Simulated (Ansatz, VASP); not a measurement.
Se: VASP beside Ansatz

The input INCAR:

```
SYSTEM = Se
  ALGO = Normal
  EDIFF = 1E-6
  ENCUT = 500
  GGA = PS
  GGA_COMPAT = .False.
  ISIF = 2
  ISMEAR = -1
  LASPH = .True.
  LCHARG = .False.
  LREAL = .False.
  LWAVE = .False.
  NBANDS = 13
  NELM = 120
  PREC = Accurate
  SIGMA = 0.1
```

KPOINTS

```
k-points
0
Gamma
  10 10 10
  0 0 0
```

File POSCAR:

```
Se
1.0
    0.0000000000      2.9821664333      2.9821664333
    2.9821664333      0.0000000000      2.9821664333
    2.9821664333      2.9821664333      0.0000000000
Se
2
Direct
    0.1250000000      0.1250000000      0.1250000000
    0.8750000000      0.8750000000      0.8750000000
```

Input for Ansatz:

```yaml
crystal:
  lattice:
    - [0.0, 2.9821664333, 2.9821664333]
    - [2.9821664333, 0.0, 2.9821664333]
    - [2.9821664333, 2.9821664333, 0.0]
  atoms:
    - { symbol: Se, position: [0.125, 0.125, 0.125] }
    - { symbol: Se, position: [0.875, 0.875, 0.875] }
hamiltonian:
  xc: pbesol
  pseudopotentials:
    kind: paw
    azcp:
      Se: "pseudopotentials/Se.paw.azcp"
basis:
  ecutwfc: 420
  fft_grid_basis: typed
kpoints:
  mp_grid: { grid: [10, 10, 10], shift: [0, 0, 0] }
magnetization:
  spin_polarized: false
scf:
  occupations: { method: fermi_dirac, width: 0.1 }
  lower_state_search: "off"
output:
  stress: true
  write_density: true
  write_potential: true
  elf: true
  volumetric_format: npy
```

Alike in both runs: task single point; functional PBEsol; k mesh 10 × 10 × 10; occupations fermi-dirac, width 0.1 eV; no spin polarisation.

|  | VASP | Ansatz |
| --- | --- | --- |
| version | VASP 6.6.1 | Ansatz 0.2.0 |
| potentials or method | VASP PAW PBE potentials, release 64 (Se), cutoff 500 eV | plane waves (420 eV) with PAW, scalar-relativistic |
| valence electrons in the cell | 12 | 32 |

VASP gave:

* pressure (GPa): 7.4

Problem. Which values does Ansatz return?

Solution. Pressure (GPa): 7.2.

VASP's potentials were made for PBE, not for PBEsol, and Ansatz warns of the same on its side. VASP's potentials hold 12 valence electrons a cell and Ansatz's 32, so a difference there can come from the potentials and not from the codes.
